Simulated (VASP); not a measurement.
# Ge2Sb2S (P4/mmm) in VASP: further runs, part 2 of 2

VASP 6.6.1.

## 3. Single point, PBE

This run uses another cell than the first one, of 31.98 Å³/atom, 1.284 times its volume.

INCAR

```
PREC = Accurate ; ENCUT = 520
EDIFF = 1E-6 ; ISMEAR = 0
SIGMA = 0.1 ; LREAL = False
LASPH = True ; NELM = 80
ALGO = Normal ; ISIF = 2
LWAVE = False ; LCHARG = False
GGA = PE ; NBANDS = 30
```

KPOINTS

```
regular mesh
0
Gamma
  4 4 4
```

POSCAR

```
Ge2Sb2S
1.0
    5.6396042490      0.0000000000      0.0000000000
    0.0000000000      5.6396042490      0.0000000000
    0.0000000000      0.0000000000      5.0277979414
Ge Sb S
2 2 1
Direct
    0.0000000000      0.0000000000      0.0000000000
    0.5000000000      0.5000000000      0.5000000000
    0.0000000000      0.5000000000      0.0000000000
    0.5000000000      0.0000000000      0.0000000000
    0.5000000000      0.5000000000      0.0000000000
```

Potentials or basis: VASP PAW PBE potentials, release 64 (Ge_d, Sb, S).

Run with:

```
cat potpaw_PBE.64/Ge_d/POTCAR potpaw_PBE.64/Sb/POTCAR potpaw_PBE.64/S/POTCAR > POTCAR
mpirun -np 1 vasp_std > vasp.out
```

Run time: 2.3 min. Hardware: 1 thread of Intel Xeon 8259CL, shared host; peak memory 0.3 GiB.

Results (log left out):

| Quantity | Value |
| --- | --- |
| Free energy | -18.8257 eV |
| Pressure | 0.0 GPa |
| Band gap on the k mesh | zero (band 22 reaches 4.26 eV, above the bottom of band 23 at 3.28 eV) |

Stress tensor (GPa, compression positive):
```
-0.03  0.00  0.00
 0.00 -0.03  0.00
 0.00  0.00  0.06
```

Levels at points of the mesh, in eV from the Fermi level:
```csv
k point,band 18,band 19,band 20,band 21,band 22,band 23,band 24,band 25,band 26,band 27
"(0.00, 0.00, 0.00)",-4.84,-2.68,-2.68,-1.02,0.52,0.99,0.99,3.01,3.59,3.66
"(0.50, 0.00, 0.00)",-3.51,-2.25,-1.16,-0.41,0.25,0.36,1.05,1.97,2.01,2.78
"(0.50, 0.50, 0.00)",-2.26,-0.45,-0.45,-0.30,0.35,0.47,0.49,0.49,0.69,1.62
"(0.00, 0.00, 0.50)",-2.59,-2.59,-2.11,-0.56,-0.50,-0.46,-0.46,1.63,2.31,3.95
"(0.50, 0.00, 0.50)",-2.88,-2.03,-0.84,-0.51,-0.35,-0.29,0.59,1.65,2.07,2.55
"(0.50, 0.50, 0.50)",-2.04,-2.04,-0.59,-0.48,-0.18,0.46,0.76,1.67,1.77,1.97
```

Caveat: spin-orbit coupling is left out, which moves the levels of the heavy elements.

## 4. Relaxation of cell and atoms, PBE

INCAR

```
SYSTEM = Ge2Sb2S
ALGO     = Normal         ! electronic algorithm
EDIFF    = 1E-6           ! SCF threshold, eV
EDIFFG   = -0.04          ! ionic threshold
ENCUT    = 600            ! plane-wave cutoff, eV
GGA      = PE             ! functional
IBRION   = 2              ! ionic algorithm
ISIF     = 3              ! what is computed and relaxed
ISMEAR   = 0              ! smearing method
LASPH    = .True.         ! aspherical terms in the spheres
LCHARG   = .False.        ! write CHGCAR
LREAL    = .False.        ! projectors in reciprocal space
LWAVE    = .False.        ! write WAVECAR
NELM     = 80             ! most SCF steps
NSW      = 90             ! ionic steps
PREC     = Accurate       ! precision mode
SIGMA    = 0.1            ! smearing width, eV
```

KPOINTS

```
k-points
0
Gamma
  4 4 4
  0 0 0
```

POSCAR, as its differences from that of step 3:

```diff
@@ -2,5 +2,5 @@
 1.0
-    5.6396042490      0.0000000000      0.0000000000
-    0.0000000000      5.6396042490      0.0000000000
-    0.0000000000      0.0000000000      5.0277979414
+    5.6396480500      0.0000000000      0.0000000000
+    0.0000000000      5.6396480500      0.0000000000
+    0.0000000000      0.0000000000      3.9166620900
 Ge Sb S
```

Run with:

```
cat potpaw_PBE.64/Ge_d/POTCAR potpaw_PBE.64/Sb/POTCAR potpaw_PBE.64/S/POTCAR > POTCAR
mpirun -np 1 vasp_std > vasp.out
```

Wall time 14 min (1 thread of Intel Xeon 8259CL, shared host); peak memory 0.31 GiB.

The run converged. Its results:

| Quantity | Value |
| --- | --- |
| Free energy | -18.8149 eV |
| Relaxed volume | 31.92 Å³/atom |
| Relaxed cell | a = 5.638 Å, b = 5.638 Å, c = 5.021 Å, α = 90.00°, β = 90.00°, γ = 90.00° |
| Space group after relaxing (to 0.05 Å) | P4/mmm (No. 123) |
| Energy gained by relaxing | 543.4 meV/atom |
| Ionic steps | 12 |
| Pressure after relaxing | 0.0 GPa |
| Band gap on the k mesh | zero (band 22 reaches 4.28 eV, above the bottom of band 23 at 3.29 eV) |

Stress tensor (GPa, compression positive):
```
-0.02  0.00  0.00
 0.00 -0.02  0.00
 0.00  0.00  0.06
```

Step by step:
```csv
step,energy change (eV),largest force (eV/Å),pressure (GPa),volume (Å³)
1,0.0000,0.0000,15.16,124.57
2,-2.6581,0.0000,-1.34,167.44
3,-2.5933,0.0000,0.74,151.59
4,-2.7086,0.0000,-0.01,159.10
5,-2.7103,0.0000,-0.65,162.80
6,-2.7148,0.0000,-0.41,161.17
7,-2.7142,0.0000,-0.27,160.43
8,-2.7163,0.0000,0.22,158.76
9,-2.7166,0.0000,0.09,159.15
10,-2.7166,0.0000,0.18,159.09
11,-2.7166,0.0000,0.11,159.13
12,-2.7172,0.0000,0.01,159.60
```

Final structure:
```
Ge Sb S
1.0
     5.63764    0.00000    0.00000
     0.00000    5.63764    0.00000
     0.00000    0.00000    5.02145
Ge Sb S
2 2 1
Direct
  0.00000 0.00000 0.00000
  0.50000 0.50000 0.50000
  0.00000 0.50000 0.00000
  0.50000 0.00000 0.00000
  0.50000 0.50000 0.00000
```

Levels at points of the mesh, in eV from the Fermi level:
```
           k point  band 18  band 19  band 20  band 21  band 22  band 23  band 24  band 25  band 26
(0.00, 0.00, 0.00)    -4.83    -2.68    -2.68    -1.02     0.53     1.00     1.00     3.02     3.59
(0.50, 0.00, 0.00)    -3.51    -2.25    -1.16    -0.41     0.25     0.36     1.06     1.97     2.01
(0.50, 0.50, 0.00)    -2.26    -0.44    -0.44    -0.30     0.35     0.47     0.50     0.50     0.69
(0.00, 0.00, 0.50)    -2.59    -2.59    -2.11    -0.55    -0.51    -0.46    -0.46     1.64     2.32
(0.50, 0.00, 0.50)    -2.89    -2.03    -0.84    -0.49    -0.35    -0.29     0.58     1.66     2.08
(0.50, 0.50, 0.50)    -2.04    -2.04    -0.60    -0.46    -0.18     0.46     0.76     1.69     1.78
```

Caveat: the k points lie up to 0.31 Å⁻¹ apart in the final cell; the volume moved by over 15 % at a fixed basis, so the end points are rough; spin-orbit coupling is left out, which moves the levels of the heavy elements.

## 5. Single point, PBE

This run uses another cell than the first one, of 31.66 Å³/atom, 1.271 times its volume.

INCAR

```
SYSTEM = Ge2Sb2S
PREC = Accurate
ENCUT = 520
EDIFF = 1E-6
ISMEAR = 0
SIGMA = 0.1
LREAL = .False.
LASPH = .True.
NELM = 60
ALGO = Normal
ISIF = 2
LWAVE = .False.
LCHARG = .False.
GGA = PE
NBANDS = 30
```

KPOINTS

```
regular mesh
0
Gamma
  8 8 8
  0 0 0
```

POSCAR, as its differences from that of step 4:

```diff
@@ -2,5 +2,5 @@
 1.0
-    5.6396480500      0.0000000000      0.0000000000
-    0.0000000000      5.6396480500      0.0000000000
-    0.0000000000      0.0000000000      3.9166620900
+    5.5938797227      0.0000000000      0.0000000000
+    0.0000000000      5.5938797227      0.0000000000
+    0.0000000000      0.0000000000      5.0586533452
 Ge Sb S
```

Run with:

```
cat potpaw_PBE.64/Ge_d/POTCAR potpaw_PBE.64/Sb/POTCAR potpaw_PBE.64/S/POTCAR > POTCAR
mpirun -np 1 vasp_std > vasp.out
```

Run time: 7.1 min. Hardware: 1 thread of Intel Xeon 8259CL, shared host; peak memory 0.48 GiB.

The run converged. Its results:

| Item | Value |
| --- | --- |
| Free energy | -18.6367 eV |
| Pressure | -0.1 GPa |
| Band gap on the k mesh | zero (band 22 reaches 4.30 eV, above the bottom of band 23 at 3.45 eV) |

Stress tensor (GPa, compression positive):
```
-0.09  0.00  0.00
 0.00 -0.09  0.00
 0.00  0.00 -0.01
```

Levels at points of the mesh, in eV from the Fermi level:
```csv
k point,band 19,band 20,band 21,band 22,band 23,band 24,band 25,band 26
"(0.00, 0.00, 0.00)",-3.01,-3.01,-1.29,0.28,0.84,0.84,2.86,3.29
"(0.50, 0.00, 0.00)",-2.53,-1.46,-0.70,0.00,0.16,0.89,1.77,1.85
"(0.50, 0.50, 0.00)",-0.73,-0.73,-0.58,0.03,0.22,0.31,0.31,0.45
"(0.00, 0.00, 0.50)",-2.94,-2.32,-0.95,-0.68,-0.57,-0.57,1.35,2.21
"(0.50, 0.00, 0.50)",-2.36,-1.05,-0.86,-0.60,-0.46,0.45,1.38,1.90
"(0.50, 0.50, 0.50)",-2.39,-0.86,-0.79,-0.47,0.13,0.51,1.41,1.58
```

Caveat: spin-orbit coupling is left out, which moves the levels of the heavy elements.

## 6. Summary

```csv
task,cell,k mesh,cutoff (eV),gap on the mesh (eV),pressure (GPa)
single point,"a = 5.640, b = 5.640, c = 3.917 Å, 5 atoms",4 × 4 × 4,520,none,15.1
single point,"a = 5.640, b = 5.640, c = 5.028 Å, 5 atoms",4 × 4 × 4,520,none,0.0
relaxation of cell and atoms,"relaxed from a = 5.640, b = 5.640, c = 3.917 Å, 5 atoms",4 × 4 × 4,600,none,0.0
single point,"a = 5.594, b = 5.594, c = 5.059 Å, 5 atoms",8 × 8 × 8,520,none,-0.1
```

Alike in all rows: level PBE; potentials or basis VASP PAW PBE potentials, release 64 (Ge_d, Sb, S); no spin polarisation; smearing gaussian 0.1 eV.

Caveats: some runs use coarse meshes; spin-orbit coupling is left out, which moves the levels of the heavy elements; the volume moved by over 15 % at a fixed basis, so the end points are rough (some runs).

Absolute energies hang on the potentials; compare differences alone.
